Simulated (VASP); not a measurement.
# PbSe (I4/mmm) in VASP: a series of runs

The runs below take PbSe through electric field gradients, with PBE.

Program: VASP 6.6.1. These are calculated values, not measurements. Logs are shortened: lines on timing, memory, paths and dates and some standing lists are left out, and cuts for length are marked.

**1. The cell of the first run**

It takes space group I4/mmm (No. 139, tetragonal). The conventional cell has a = 4.201 Å, b = 4.201 Å, c = 6.124 Å, α = 90.00°, β = 90.00°, γ = 90.00°. Within 3.9 Å of Pb (site symmetry 4/mmm) lie 6 Se at 2.97 to 3.06 Å. Within 3.9 Å of Se (site symmetry 4/mmm) lie 6 Pb at 2.97 to 3.06 Å.

**2. Electric field gradients, PBE (equal xx and yy strain of -3 %)**

Input file INCAR:

```
PREC = Accurate ; ENCUT = 520
EDIFF = 1E-8 ; ISMEAR = -1
SIGMA = 0.01 ; LREAL = F
LASPH = T ; NELM = 60
ALGO = Normal ; ISIF = 2
LWAVE = F ; LCHARG = F
GGA = PE ; LEFG = T
NBANDS = 17
```

Input file KPOINTS:

```
regular mesh
0
Gamma
  9 9 9
```

Input file POSCAR:

```
PbSe
1.0
    0.0000000000      2.9702855000      3.0621500000
    2.9702855000      0.0000000000      3.0621500000
    2.9702855000      2.9702855000      0.0000000000
Pb Se
1 1
Direct
    0.0000000000      0.0000000000      0.0000000000
    0.5000000000      0.5000000000      0.5000000000
```

Potentials or basis: VASP PAW PBE potentials, release 64 (Pb_d, Se).

The run is started by

```sh
$ cat potpaw_PBE.64/Pb_d/POTCAR potpaw_PBE.64/Se/POTCAR > POTCAR
$ mpirun -np 1 vasp_std > vasp.out
```

OUTCAR:

```text
PREC = Accurate
   ENCUT = 520
   EDIFF = 1E-8
   ISMEAR = -1
   LREAL = F
   LASPH = T
   NELM = 60
   ISIF = 2
   GGA = PE

 ion  position               nearest neighbor table
   1  0.000  0.000  0.000-   2 2.97   2 2.97   2 2.97   2 2.97   2 3.06   2 3.06
   2  0.500  0.500  0.500-   1 2.97   1 2.97   1 2.97   1 2.97   1 3.06   1 3.06

  LATTYP: Found a body centered tetragonal cell.
 ALAT       =     4.2006180382
 C/A-ratio  =     1.4579521262

  Lattice vectors:

 A1 = (  -2.9702855000,   0.0000000000,   3.0621500000)
 A2 = (   2.9702855000,   0.0000000000,   3.0621500000)
 A3 = (   0.0000000000,   2.9702855000,  -3.0621500000)

Analysis of symmetry for initial positions (statically):
=====================================================================
 Subroutine PRICEL returns:
 Original cell was already a primitive cell.

 Routine SETGRP: Setting up the symmetry group for a
 body centered tetragonal supercell.

 Subroutine GETGRP returns: Found 16 space group operations
 (whereof 16 operations were pure point group operations)
 out of a pool of 16 trial point group operations.

The static configuration has the point symmetry D_4h.

Analysis of symmetry for dynamics (positions and initial velocities):
=====================================================================
 Subroutine PRICEL returns:
 Original cell was already a primitive cell.

 Routine SETGRP: Setting up the symmetry group for a
 body centered tetragonal supercell.

 Subroutine GETGRP returns: Found 16 space group operations
 (whereof 16 operations were pure point group operations)
 out of a pool of 16 trial point group operations.

The dynamic configuration has the point symmetry D_4h.

 Subroutine INISYM returns: Found 16 space group operations
 (whereof 16 operations are pure point group operations),
 and found     1 'primitive' translations

----------------------------------------------------------------------------------------

                                     Primitive cell

  volume of cell :      54.0322

  direct lattice vectors                    reciprocal lattice vectors
     0.000000000  2.970285500  3.062150000    -0.168333987  0.168333987  0.163283967
     2.970285500  0.000000000  3.062150000     0.168333987 -0.168333987  0.163283967
     2.970285500  2.970285500  0.000000000     0.168333987  0.168333987 -0.163283967

  length of vectors
     4.266070625  4.266070625  4.200618038     0.288676837  0.288676837  0.288676837

  position of ions in fractional coordinates (direct lattice)
     0.000000000  0.000000000  0.000000000
     0.500000000  0.500000000  0.500000000

  ion indices of the primitive-cell ions
   primitive index   ion index
                 1           1
                 2           2

----------------------------------------------------------------------------------------

 KPOINTS: regular mesh

Automatic generation of k-mesh.
 Grid dimensions read from file:
 generate k-points for:    9    9    9

 Generating k-lattice:

  Cartesian coordinates                     Fractional coordinates (reciprocal lattice)
    -0.018703776  0.018703776  0.018142663     0.111111111  0.000000000  0.000000000
     0.018703776 -0.018703776  0.018142663     0.000000000  0.111111111  0.000000000
     0.018703776  0.018703776 -0.018142663    -0.000000000 -0.000000000  0.111111111

  Length of vectors
     0.032075204  0.032075204  0.032075204

  Shift w.r.t. Gamma in fractional coordinates (k-lattice)
     0.000000000  0.000000000  0.000000000

 Subroutine IBZKPT returns following result:
 ===========================================

 Found     75 irreducible k-points:

 Following reciprocal coordinates:
            Coordinates               Weight
  0.000000  0.000000  0.000000      1.000000
  0.111111  0.000000  0.000000      8.000000
  0.222222 -0.000000  0.000000      8.000000
  0.333333 -0.000000  0.000000      8.000000
  0.444444 -0.000000  0.000000      8.000000
  0.111111  0.111111  0.000000      2.000000
[... 16 lines left out ...]
 -0.333333  0.333333  0.000000      4.000000
  0.444444  0.444444  0.000000      2.000000
 [... further k-points ...]
   k-points           NKPTS =     75   k-points in BZ     NKDIM =     75   number of bands    NBANDS=     17
   number of dos      NEDOS =    301   number of ions     NIONS =      2
   total plane-waves  NPLWV =  32768
   dimension x,y,z NGX =    32 NGY =   32 NGZ =   32
   dimension x,y,z NGXF=    64 NGYF=   64 NGZF=   64
   ions per type =               1   1
   NGX,Y,Z   is equivalent  to a cutoff of  12.47, 12.47, 12.66 a.u.
   NGXF,Y,Z  is equivalent  to a cutoff of  24.94, 24.94, 25.33 a.u.
 SYSTEM =  unknown system
   PREC   = accura    normal or accurate (medium, high low for compatibility)
   ISTART =      0    job   : 0-new  1-cont  2-samecut
   ICHARG =      2    charge: 1-file 2-atom 10-const
   ISPIN  =      1    spin polarized calculation?
   LNONCOLLINEAR =      F non collinear calculations
   LSORBIT =      F    spin-orbit coupling
   LASPH  =      T    aspherical Exc in radial PAW
   ENCUT  =  520.0 eV  38.22 Ry    6.18 a.u.   7.93  7.93  7.81*2*pi/ulx,y,z
   NELM   =     60;   NELMIN=  2; NELMDL= -5     # of ELM steps
   EDIFF  = 0.1E-07   stopping-criterion for ELM
   LREAL  =      F    real-space projection
   EDIFFG = 0.1E-06   stopping-criterion for IOM
   NSW    =      0    number of steps for IOM
   IBRION =     -1    ionic relax: 0-MD 1-quasi-New 2-CG
   NFREE  =      0    steps in history (QN), initial steepest desc. (CG)
   ISIF   =      2    stress and relaxation
   ISYM   =      2    0-nonsym 1-usesym 2-fastsym
   POTIM  = 0.5000    time-step for ionic-motion
   TEBEG  =    0.0;   TEEND  =   0.0 temperature during run
   PSTRESS=    0.0 pullay stress
   NELECT =      20.0000    total number of electrons
   NUPDOWN=      -1.0000    fix difference up-down
   EMIN   =  10.00;   EMAX   =-10.00  energy-range for DOS
   EFERMI =   0.00;   METHOD = LEGACY
   ISMEAR =    -1;   SIGMA  =   0.01  broadening in eV -4-tet -1-fermi 0-gaus
   EFERMI_NEDOS =   21; number of points for ismear=-14 and -15
   IALGO  =     38    algorithm
   IMIX   =      4    mixing-type and parameters
     AMIX     =   0.40;   BMIX     =  1.00
     AMIX_MAG =   1.60;   BMIX_MAG =  1.00
  volume/ion in A,a.u.               =      27.02       182.31
  Fermi-wavevector in a.u.,A,eV,Ry     =   1.175440  2.221260 18.798622  1.381660
  Thomas-Fermi vector in A             =   2.311821
   LORBIT       =      0    0 simple, 1 ext, 2 COOP (PROOUT), +10 PAW based schemes
   GGA     = PE    functional components
   LHFCALC =     F    Hartree Fock is set to
   AEXX    =    0.0000 exact exchange contribution
   IVDW    =     0    specifies the selected vdW correction
   LEPSILON=     F    determine dielectric tensor
   LRPA    =     F    only Hartree local field effects (RPA)
 non-spin polarized calculation
  energy-cutoff  :      520.00
  volume of cell :       54.03
 maximum number of plane-waves:      1472
   NGX = 15   NGY = 15   NGZ = 15

 number of electron      20.0000004 magnetization

 Free energy of the ion-electron system (eV)
  ---------------------------------------------------
  ext. energy  EPLUGINS =         0.00000000
  ---------------------------------------------------
  free energy    TOTEN  =        -8.07330980 eV

  energy without entropy =       -8.07330980  energy(sigma->0) =       -8.07330980

 E-fermi :   5.9353     XC(G=0):  -9.8070

 val. band max:        5.6473380215   @ k =   0.4444  -0.0000   0.0000
 cond. band min:       6.2632527557   @ k =   0.4444  -0.0000   0.0000
 fundamental gap:      0.6159147343
 Fermi energy:         5.9353158094

 k-point     1 :       0.0000    0.0000    0.0000
  band No.  band energies     occupation
      1     -11.1282      2.00000
      2     -11.1201      2.00000
      3     -11.1201      2.00000
      4     -11.1150      2.00000
      5     -11.1100      2.00000
      6      -8.2958      2.00000
[... 9 lines left out ...]
     16      12.2759      0.00000
     17      13.8089      0.00000

 k-point     2 :       0.1111    0.0000    0.0000
  band No.  band energies     occupation
      1     -11.1304      2.00000
      2     -11.1191      2.00000
      3     -11.1185      2.00000
      4     -11.1114      2.00000
      5     -11.1111      2.00000
      6      -8.1918      2.00000
[... 9 lines left out ...]
     16      12.5596      0.00000
     17      14.8235      0.00000

 k-point     3 :       0.2222   -0.0000    0.0000
  band No.  band energies     occupation
      1     -11.1380      2.00000
      2     -11.1267      2.00000
      3     -11.1178      2.00000
      4     -11.1027      2.00000
      5     -11.0985      2.00000
      6      -7.8978      2.00000
[... 9 lines left out ...]
     16      13.2505      0.00000
     17      16.5469      0.00000

 k-point     4 :       0.3333   -0.0000    0.0000
  band No.  band energies     occupation
      1     -11.1473      2.00000
      2     -11.1384      2.00000
      3     -11.1172      2.00000
      4     -11.0903      2.00000
      5     -11.0831      2.00000
      6      -7.4852      2.00000
[... 9 lines left out ...]
     16      14.3508      0.00000
     17      17.8843      0.00000

 k-point     5 :       0.4444   -0.0000    0.0000
  band No.  band energies     occupation
      1     -11.1535      2.00000
      2     -11.1462      2.00000
      3     -11.1170      2.00000
      4     -11.0820      2.00000
      5     -11.0729      2.00000
      6      -7.1376      2.00000
[... 9 lines left out ...]
     16      15.6784      0.00000
     17      16.5784      0.00000

 k-point     6 :       0.1111    0.1111    0.0000
  band No.  band energies     occupation
      1     -11.1404      2.00000
      2     -11.1174      2.00000
      3     -11.1141      2.00000
      4     -11.1141      2.00000
      5     -11.1076      2.00000
      6      -8.1610      2.00000
[... 9 lines left out ...]
     16      13.1261      0.00000
     17      14.9526      0.00000
[... 281 lines left out ...]
 k-point    21 :       0.4444    0.3333    0.0000
  band No.  band energies     occupation
      1     -11.2580      2.00000
      2     -11.1293      2.00000
      3     -11.0977      2.00000
      4     -11.0768      2.00000
      5     -11.0733      2.00000
      6      -6.9469      2.00000
[... 9 lines left out ...]
     16      17.1910      0.00000
     17      17.5644      0.00000

 k-point    22 :      -0.4444    0.3333    0.0000
  band No.  band energies     occupation
      1     -11.2485      2.00000
      2     -11.1182      2.00000
      3     -11.1081      2.00000
      4     -11.0817      2.00000
      5     -11.0731      2.00000
      6      -6.7483      2.00000
[... 9 lines left out ...]
     16      16.4474      0.00000
     17      18.0450      0.00000

 k-point    23 :      -0.3333    0.3333    0.0000
  band No.  band energies     occupation
      1     -11.2179      2.00000
      2     -11.1217      2.00000
      3     -11.1017      2.00000
      4     -11.0935      2.00000
      5     -11.0792      2.00000
      6      -6.7544      2.00000
[... 9 lines left out ...]
     16      15.4869      0.00000
     17      17.0778      0.00000

 k-point    24 :       0.4444    0.4444    0.0000
  band No.  band energies     occupation
      1     -11.2861      2.00000
      2     -11.1357      2.00000
      3     -11.0897      2.00000
      4     -11.0688      2.00000
      5     -11.0688      2.00000
      6      -6.7928      2.00000
[... 9 lines left out ...]
     16      17.8989      0.00000
     17      18.4449      0.00000

 [... further k-points ...]
[... 5 lines left out ...]
  --------------------------------------------------------------------------------------
  -------------------------------------------------------------------------------------
  Total        2.7001852      2.7001852      1.0708212      0.0000000      0.0000000     -0.0000000
  in kB       80.0665810     80.0665810     31.7522642      0.0000000      0.0000000     -0.0000000
  external PRESSURE =      63.9618087 kB  Pullay stress =       0.0000000 kB

 VOLUME and BASIS-vectors are now :
 -----------------------------------------------------------------------------
  energy-cutoff  :      520.00
  volume of cell :       54.03
      direct lattice vectors                 reciprocal lattice vectors
     0.000000000  2.970285500  3.062150000    -0.168333987  0.168333987  0.163283967
     2.970285500  0.000000000  3.062150000     0.168333987 -0.168333987  0.163283967
     2.970285500  2.970285500  0.000000000     0.168333987  0.168333987 -0.163283967

 POSITION                                       TOTAL-FORCE (eV/Angst)
 -----------------------------------------------------------------------------------
      0.00000      0.00000      0.00000        -0.000000     -0.000000      0.000000
      2.97029      2.97029      3.06215         0.000000      0.000000     -0.000000
 -----------------------------------------------------------------------------------
    total drift:                                0.000000     -0.000000     -0.000000

  FREE ENERGIE OF THE ION-ELECTRON SYSTEM (eV)
  ---------------------------------------------------
  free  energy   TOTEN  =        -8.0733097961 eV

  energy  without entropy=       -8.0733097961  energy(sigma->0) =       -8.07330980

 Electric field gradients (V/A^2)
---------------------------------------------------------------------
 ion       V_xx      V_yy      V_zz      V_xy      V_xz      V_yz
---------------------------------------------------------------------
   1     -48.796   -48.796    97.592    -0.002    -0.001    -0.001
   2      -4.290    -4.290     8.580    -0.000    -0.000    -0.000
---------------------------------------------------------------------

 Electric field gradients after diagonalization (V/A^2)
 (convention: |V_zz| > |V_xx| > |V_yy|)
----------------------------------------------------------------------
 ion       V_xx      V_yy      V_zz     asymmetry (V_yy - V_xx)/ V_zz
----------------------------------------------------------------------
   1     -48.798   -48.795    97.592       0.000
   2      -4.290    -4.290     8.580       0.000
----------------------------------------------------------------------

           NMR quadrupolar parameters

 Cq : quadrupolar parameter    Cq=e*Q*V_zz/h
 eta: asymmetry parameters     (V_yy - V_xx)/ V_zz
 Q  : nuclear electric quadrupole moment in mb (millibarn)
----------------------------------------------------------------------
 ion       Cq(MHz)       eta       Q (mb)
----------------------------------------------------------------------
   1       0.236       0.000       1.000
   2       0.021       0.000       1.000
----------------------------------------------------------------------
```

It took 2.2 min on 1 thread of AMD EPYC 7R13, shared host; peak memory 0.19 GiB.

Results:

* Free energy: -8.0733 eV
* Pressure: 6.4 GPa
* Band gap on the k mesh: 0.62 eV
* Largest electric field gradient by atom: Pb +97.6; Se +8.6 V/Å²

Stress tensor (GPa, compression positive):
```
8.01 0.00 0.00
0.00 8.01 0.00
0.00 0.00 3.18
```

Electric field gradients, principal values (V/Å²):
| atom | least | middle | greatest (by size) |
| --- | --- | --- | --- |
| 1 Pb | -48.795 | -48.798 | 97.592 |
| 2 Se | -4.290 | -4.290 | 8.580 |

Caveat: the cell differs from its parent crystal (equal xx and yy strain of -3 %); the cell stands under pressure; without QUAD_EFG the Cq values of the log hold for a quadrupole moment of 1 mb, not for the nuclei; spin-orbit coupling is left out, which moves the levels of the heavy elements.

(Part 1 of 3 ends here.)
